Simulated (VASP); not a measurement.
# Sc4Nb3C (P-43m) in VASP: further runs

The runs below take Sc4Nb3C through single point, with PBE.

Everything below comes from runs of VASP 6.6.1. Logs are shortened: lines on timing, memory, paths and dates and some standing lists are left out, and cuts for length are marked.

## 1. The cell of the first run

The structure is cubic, space group P-43m (No. 215). The conventional cell has a = 5.339 Å, b = 5.339 Å, c = 5.339 Å, α = 90.00°, β = 90.00°, γ = 90.00°. Within 2.9 Å of Sc (site symmetry 3m) lie 1 C at 2.17 Å and 3 Nb at 2.27 Å. Within 3.0 Å of Nb (site symmetry -42m) lie 4 Sc at 2.27 Å and 2 C at 2.67 Å. Within 2.9 Å of C (site symmetry -43m) lie 4 Sc at 2.17 Å and 6 Nb at 2.67 Å.

## 2. Single point, PBE

The input, INCAR:

```
SYSTEM = Sc4Nb3C
  ALGO = Normal
  EDIFF = 1E-6
  ENCUT = 520
  GGA = PE
  ISIF = 2
  ISMEAR = 0
  LASPH = .True.
  LCHARG = .False.
  LREAL = .False.
  LWAVE = .False.
  NBANDS = 54
  NELM = 100
  PREC = Accurate
  SIGMA = 0.1
```

The input, KPOINTS:

```
k-points
0
Gamma
  4 4 4
  0 0 0
```

The input, POSCAR:

```
Sc4Nb3C
1.0
    5.3386445414      0.0000000000      0.0000000000
    0.0000000000      5.3386445414      0.0000000000
    0.0000000000      0.0000000000      5.3386445414
Sc Nb C
4 3 1
Direct
    0.2350000000      0.2350000000      0.2350000000
    0.2350000000      0.7650000000      0.7650000000
    0.7650000000      0.7650000000      0.2350000000
    0.7650000000      0.2350000000      0.7650000000
    0.5000000000      0.0000000000      0.0000000000
    0.0000000000      0.5000000000      0.0000000000
    0.0000000000      0.0000000000      0.5000000000
    0.0000000000      0.0000000000      0.0000000000
```

Potentials or basis: VASP PAW PBE potentials, release 64 (Sc_sv, Nb_sv, C).

Started as:

```sh
> cat potpaw_PBE.64/Sc_sv/POTCAR potpaw_PBE.64/Nb_sv/POTCAR potpaw_PBE.64/C/POTCAR > POTCAR
> mpirun -np 1 vasp_std > vasp.out
```

OUTCAR:

```text
SYSTEM = Sc4Nb3C
   EDIFF = 1E-6
   ENCUT = 520
   GGA = PE
   ISIF = 2
   ISMEAR = 0
   LASPH = .True.
   LREAL = .False.
   NELM = 100
   PREC = Accurate

 ion  position               nearest neighbor table
   1  0.235  0.235  0.235-   8 2.17   6 2.27   7 2.27   5 2.27
   2  0.235  0.765  0.765-   8 2.17   6 2.27   7 2.27   5 2.27
   3  0.765  0.765  0.235-   8 2.17   6 2.27   7 2.27   5 2.27
   4  0.765  0.235  0.765-   8 2.17   6 2.27   7 2.27   5 2.27
   5  0.500  0.000  0.000-   1 2.27   2 2.27   3 2.27   4 2.27
   6  0.000  0.500  0.000-   1 2.27   2 2.27   3 2.27   4 2.27
   7  0.000  0.000  0.500-   1 2.27   2 2.27   3 2.27   4 2.27
   8  0.000  0.000  0.000-   1 2.17   2 2.17   3 2.17   4 2.17

  LATTYP: Found a simple cubic cell.
 ALAT       =     5.3386445414

  Lattice vectors:

 A1 = (   5.3386445414,   0.0000000000,   0.0000000000)
 A2 = (   0.0000000000,   5.3386445414,   0.0000000000)
 A3 = (   0.0000000000,   0.0000000000,   5.3386445414)

Analysis of symmetry for initial positions (statically):
=====================================================================
 Subroutine PRICEL returns:
 Original cell was already a primitive cell.

 Routine SETGRP: Setting up the symmetry group for a
 simple cubic supercell.

 Subroutine GETGRP returns: Found 24 space group operations
 (whereof 24 operations were pure point group operations)
 out of a pool of 48 trial point group operations.

The static configuration has the point symmetry T_d .

Analysis of symmetry for dynamics (positions and initial velocities):
=====================================================================
 Subroutine PRICEL returns:
 Original cell was already a primitive cell.

 Routine SETGRP: Setting up the symmetry group for a
 simple cubic supercell.

 Subroutine GETGRP returns: Found 24 space group operations
 (whereof 24 operations were pure point group operations)
 out of a pool of 48 trial point group operations.

The dynamic configuration has the point symmetry T_d .

 Subroutine INISYM returns: Found 24 space group operations
 (whereof 24 operations are pure point group operations),
 and found     1 'primitive' translations

----------------------------------------------------------------------------------------

                                     Primitive cell

  volume of cell :     152.1574

  direct lattice vectors                    reciprocal lattice vectors
     5.338644541  0.000000000  0.000000000     0.187313464  0.000000000  0.000000000
     0.000000000  5.338644541  0.000000000     0.000000000  0.187313464  0.000000000
     0.000000000  0.000000000  5.338644541     0.000000000  0.000000000  0.187313464

  length of vectors
     5.338644541  5.338644541  5.338644541     0.187313464  0.187313464  0.187313464

  position of ions in fractional coordinates (direct lattice)
     0.235000000  0.235000000  0.235000000
     0.235000000  0.765000000  0.765000000
     0.765000000  0.765000000  0.235000000
     0.765000000  0.235000000  0.765000000
     0.500000000  0.000000000  0.000000000
     0.000000000  0.500000000  0.000000000
     0.000000000  0.000000000  0.500000000
     0.000000000  0.000000000  0.000000000

  ion indices of the primitive-cell ions
   primitive index   ion index
                 1           1
                 2           2
                 3           3
                 4           4
                 5           5
                 6           6
                 7           7
                 8           8

----------------------------------------------------------------------------------------

 KPOINTS: k-points

Automatic generation of k-mesh.
 Grid dimensions read from file:
 generate k-points for:    4    4    4

 Generating k-lattice:

  Cartesian coordinates                     Fractional coordinates (reciprocal lattice)
     0.046828366  0.000000000  0.000000000     0.250000000  0.000000000  0.000000000
     0.000000000  0.046828366  0.000000000     0.000000000  0.250000000  0.000000000
     0.000000000  0.000000000  0.046828366     0.000000000  0.000000000  0.250000000

  Length of vectors
     0.046828366  0.046828366  0.046828366

  Shift w.r.t. Gamma in fractional coordinates (k-lattice)
     0.000000000  0.000000000  0.000000000

 Subroutine IBZKPT returns following result:
 ===========================================

 Found     10 irreducible k-points:

 Following reciprocal coordinates:
            Coordinates               Weight
  0.000000  0.000000  0.000000      1.000000
  0.250000  0.000000  0.000000      6.000000
  0.500000  0.000000  0.000000      3.000000
  0.250000  0.250000  0.000000     12.000000
  0.500000  0.250000  0.000000     12.000000
  0.500000  0.500000  0.000000      3.000000
  0.250000  0.250000  0.250000      8.000000
  0.500000  0.250000  0.250000     12.000000
  0.500000  0.500000  0.250000      6.000000
  0.500000  0.500000  0.500000      1.000000
   k-points           NKPTS =     10   k-points in BZ     NKDIM =     10   number of bands    NBANDS=     54
   number of dos      NEDOS =    301   number of ions     NIONS =      8
   total plane-waves  NPLWV =  64000
   dimension x,y,z NGX =    40 NGY =   40 NGZ =   40
   dimension x,y,z NGXF=    80 NGYF=   80 NGZF=   80
   ions per type =               4   3   1
   NGX,Y,Z   is equivalent  to a cutoff of  12.46, 12.46, 12.46 a.u.
   NGXF,Y,Z  is equivalent  to a cutoff of  24.91, 24.91, 24.91 a.u.
 SYSTEM =  Sc4Nb3C
   PREC   = accura    normal or accurate (medium, high low for compatibility)
   ISTART =      0    job   : 0-new  1-cont  2-samecut
   ICHARG =      2    charge: 1-file 2-atom 10-const
   ISPIN  =      1    spin polarized calculation?
   LNONCOLLINEAR =      F non collinear calculations
   LSORBIT =      F    spin-orbit coupling
   LASPH  =      T    aspherical Exc in radial PAW
   ENCUT  =  520.0 eV  38.22 Ry    6.18 a.u.   9.93  9.93  9.93*2*pi/ulx,y,z
   NELM   =    100;   NELMIN=  2; NELMDL= -5     # of ELM steps
   EDIFF  = 0.1E-05   stopping-criterion for ELM
   LREAL  =      F    real-space projection
   EDIFFG = 0.1E-04   stopping-criterion for IOM
   NSW    =      0    number of steps for IOM
   IBRION =     -1    ionic relax: 0-MD 1-quasi-New 2-CG
   NFREE  =      0    steps in history (QN), initial steepest desc. (CG)
   ISIF   =      2    stress and relaxation
   ISYM   =      2    0-nonsym 1-usesym 2-fastsym
   POTIM  = 0.5000    time-step for ionic-motion
   TEBEG  =    0.0;   TEEND  =   0.0 temperature during run
   PSTRESS=    0.0 pullay stress
   NELECT =      87.0000    total number of electrons
   NUPDOWN=      -1.0000    fix difference up-down
   EMIN   =  10.00;   EMAX   =-10.00  energy-range for DOS
   EFERMI =   0.00;   METHOD = LEGACY
   ISMEAR =     0;   SIGMA  =   0.10  broadening in eV -4-tet -1-fermi 0-gaus
   EFERMI_NEDOS =   21; number of points for ismear=-14 and -15
   IALGO  =     38    algorithm
   IMIX   =      4    mixing-type and parameters
     AMIX     =   0.40;   BMIX     =  1.00
     AMIX_MAG =   1.60;   BMIX_MAG =  1.00
  volume/ion in A,a.u.               =      19.02       128.35
  Fermi-wavevector in a.u.,A,eV,Ry     =   1.358783  2.567728 25.120333  1.846292
  Thomas-Fermi vector in A             =   2.485587
   LORBIT       =      0    0 simple, 1 ext, 2 COOP (PROOUT), +10 PAW based schemes
   GGA     = PE    functional components
   LHFCALC =     F    Hartree Fock is set to
   AEXX    =    0.0000 exact exchange contribution
   IVDW    =     0    specifies the selected vdW correction
   LEPSILON=     F    determine dielectric tensor
   LRPA    =     F    only Hartree local field effects (RPA)
 non-spin polarized calculation
 Gauss-broadening in eV      SIGMA  =   0.10
  energy-cutoff  :      520.00
  volume of cell :      152.16
 maximum number of plane-waves:      4130
 NGX is ok and might be reduce to    40
   NGX = 19   NGY = 19   NGZ = 19

 number of electron      87.0000007 magnetization

 Free energy of the ion-electron system (eV)
  ---------------------------------------------------
  ext. energy  EPLUGINS =         0.00000000
  ---------------------------------------------------
  free energy    TOTEN  =       -44.74747406 eV

  energy without entropy =      -44.72785867  energy(sigma->0) =      -44.73766637

 E-fermi :   6.5121     XC(G=0): -10.6630

 val. band max:        6.4596649660   @ k =   0.2500   0.2500   0.2500
 cond. band min:       6.6085674936   @ k =   0.5000   0.2500   0.2500
 fundamental gap:      0.1489025276
 Fermi energy:         6.5121388359

 k-point     1 :       0.0000    0.0000    0.0000
  band No.  band energies     occupation
      1     -47.9485      2.00000
      2     -47.8589      2.00000
      3     -47.8589      2.00000
      4     -42.0348      2.00000
      5     -42.0348      2.00000
      6     -42.0348      2.00000
[... 46 lines left out ...]
     53       8.6362      0.00000
     54       9.2952      0.00000

 k-point     2 :       0.2500    0.0000    0.0000
  band No.  band energies     occupation
      1     -47.9373      2.00000
      2     -47.8705      2.00000
      3     -47.8589      2.00000
      4     -42.0348      2.00000
      5     -42.0348      2.00000
      6     -42.0139      2.00000
[... 46 lines left out ...]
     53       8.8568      0.00000
     54       9.1573      0.00000

 k-point     3 :       0.5000    0.0000    0.0000
  band No.  band energies     occupation
      1     -47.9191      2.00000
      2     -47.8891      2.00000
      3     -47.8589      2.00000
      4     -42.0347      2.00000
      5     -42.0347      2.00000
      6     -41.9788      2.00000
[... 46 lines left out ...]
     53       8.7810      0.00000
     54       8.9698      0.00000
[... 286 lines left out ...]
 k-point     9 :       0.5000    0.5000    0.2500
  band No.  band energies     occupation
      1     -47.8891      2.00000
      2     -47.8891      2.00000
      3     -47.8891      2.00000
      4     -42.0427      2.00000
      5     -41.9830      2.00000
      6     -41.9776      2.00000
[... 46 lines left out ...]
     53       8.9837      0.00000
     54       9.3319      0.00000

 k-point    10 :       0.5000    0.5000    0.5000
  band No.  band energies     occupation
      1     -47.8890      2.00000
      2     -47.8890      2.00000
      3     -47.8890      2.00000
      4     -42.0481      2.00000
      5     -41.9776      2.00000
      6     -41.9776      2.00000
[... 46 lines left out ...]
     53       8.7673      0.00000
     54       9.3354      0.00000

------------------------ aborting loop because EDIFF is reached ----------------------------------------

  FORCE on cell =-STRESS in cart. coord.  units (eV):
  Direction    XX          YY          ZZ          XY          YZ          ZX
  --------------------------------------------------------------------------------------
  -------------------------------------------------------------------------------------
  Total       24.1214077     24.1214077     24.1214077      0.0000000      0.0000000      0.0000000
  in kB      253.9921039    253.9921039    253.9921039      0.0000000      0.0000000      0.0000000
  external PRESSURE =     253.9921039 kB  Pullay stress =       0.0000000 kB

 VOLUME and BASIS-vectors are now :
 -----------------------------------------------------------------------------
  energy-cutoff  :      520.00
  volume of cell :      152.16
      direct lattice vectors                 reciprocal lattice vectors
     5.338644541  0.000000000  0.000000000     0.187313464  0.000000000  0.000000000
     0.000000000  5.338644541  0.000000000     0.000000000  0.187313464  0.000000000
     0.000000000  0.000000000  5.338644541     0.000000000  0.000000000  0.187313464

 POSITION                                       TOTAL-FORCE (eV/Angst)
 -----------------------------------------------------------------------------------
      1.25458      1.25458      1.25458         2.487324      2.487324      2.487324
      1.25458      4.08406      4.08406         2.487324     -2.487324     -2.487324
      4.08406      4.08406      1.25458        -2.487324     -2.487324      2.487324
      4.08406      1.25458      4.08406        -2.487324      2.487324     -2.487324
      2.66932      0.00000      0.00000         0.000000      0.000000      0.000000
      0.00000      2.66932      0.00000         0.000000      0.000000      0.000000
      0.00000      0.00000      2.66932        -0.000000      0.000000      0.000000
      0.00000      0.00000      0.00000         0.000000      0.000000      0.000000
 -----------------------------------------------------------------------------------
    total drift:                                0.000000      0.000000      0.000000

  FREE ENERGIE OF THE ION-ELECTRON SYSTEM (eV)
  ---------------------------------------------------
  free  energy   TOTEN  =       -44.7474740622 eV

  energy  without entropy=      -44.7278586679  energy(sigma->0) =      -44.73766637
```

Run time: 2.7 min. Hardware: 1 thread of Oxide Virtual Turin-like, shared host; peak memory 0.24 GiB.

Results:

| Item | Value |
| --- | --- |
| Free energy | -44.7475 eV |
| Pressure | 25.4 GPa |
| Largest force | 4.308 eV/Å |
| Band gap on the k mesh | zero (an odd number of electrons rules out a gap without spin polarisation) |

Forces in eV/Å, atoms in the order of the input:
```
Sc   2.487  2.487  2.487
Sc   2.487 -2.487 -2.487
Sc  -2.487 -2.487  2.487
Sc  -2.487  2.487 -2.487
Nb   0.000  0.000  0.000
Nb   0.000  0.000  0.000
Nb   0.000  0.000  0.000
C    0.000  0.000  0.000
```

Caveat: the cell stands under pressure; forces of over 1 eV/Å act on the atoms, so gaps and moduli don't describe the material at rest.

## 3. Single point, PBE

This run uses another cell than the first one, of 19.71 Å³/atom.

The input, INCAR:

```
ALGO = Normal
EDIFF = 1E-7
ENCUT = 520
GGA = PE
ISIF = 2
ISMEAR = 0
LASPH = T
LCHARG = F
LREAL = F
LWAVE = F
NBANDS = 54
NELM = 80
PREC = Accurate
SIGMA = 0.1
```

The input, KPOINTS:

```
k-points
0
Gamma
  4 4 4
```

The input, POSCAR:

```
Sc4Nb3C
1.0
    5.4024528775      0.0000000000      0.0000000000
    0.0000000000      5.4024528775      0.0000000000
    0.0000000000      0.0000000000      5.4024528775
Sc Nb C
4 3 1
Direct
    0.3154306531      0.3154306531      0.3154306531
    0.3154306531      0.6845693469      0.6845693469
    0.6845693469      0.6845693469      0.3154306531
    0.6845693469      0.3154306531      0.6845693469
    0.5000000000      0.0000000000      0.0000000000
    0.0000000000      0.5000000000      0.0000000000
    0.0000000000      0.0000000000      0.5000000000
    0.0000000000      0.0000000000      0.0000000000
```

Potentials or basis: VASP PAW PBE potentials, release 64 (Sc_sv, Nb_sv, C).

Started as:

```sh
> cat potpaw_PBE.64/Sc_sv/POTCAR potpaw_PBE.64/Nb_sv/POTCAR potpaw_PBE.64/C/POTCAR > POTCAR
> mpirun -np 1 vasp_std > vasp.out
```

Run time: 4.4 min. Hardware: 1 thread of Oxide Virtual Turin-like, shared host; peak memory 0.24 GiB.

It converged, with:

| Property | Result |
| --- | --- |
| Free energy | -53.7502 eV |
| Pressure | 0.1 GPa |
| Largest force | 0.030 eV/Å |
| Band gap on the k mesh | zero (an odd number of electrons rules out a gap without spin polarisation) |

Forces on the atoms (eV/Å):
```
Sc   0.017  0.017  0.017
Sc   0.017 -0.017 -0.017
Sc  -0.017 -0.017  0.017
Sc  -0.017  0.017 -0.017
Nb   0.000  0.000  0.000
Nb   0.000  0.000  0.000
Nb   0.000  0.000  0.000
C    0.000  0.000  0.000
```

Levels at points of the mesh, in eV from the Fermi level:
| k point | band 40 | band 41 | band 42 | band 43 | band 44 | band 45 | band 46 | band 47 |
| --- | --- | --- | --- | --- | --- | --- | --- | --- |
| (0.00, 0.00, 0.00) | -0.70 | -0.70 | -0.62 | 0.19 | 0.19 | 1.21 | 1.21 | 1.21 |
| (0.50, 0.00, 0.00) | -0.40 | -0.26 | -0.26 | 0.01 | 0.10 | 0.56 | 0.58 | 0.74 |
| (0.50, 0.50, 0.00) | -0.53 | -0.40 | -0.31 | -0.31 | -0.19 | 0.06 | 0.50 | 0.50 |
| (0.50, 0.50, 0.50) | -0.50 | -0.50 | -0.50 | -0.48 | -0.48 | -0.30 | 0.87 | 0.87 |

(Part 1 of 2 ends here.)
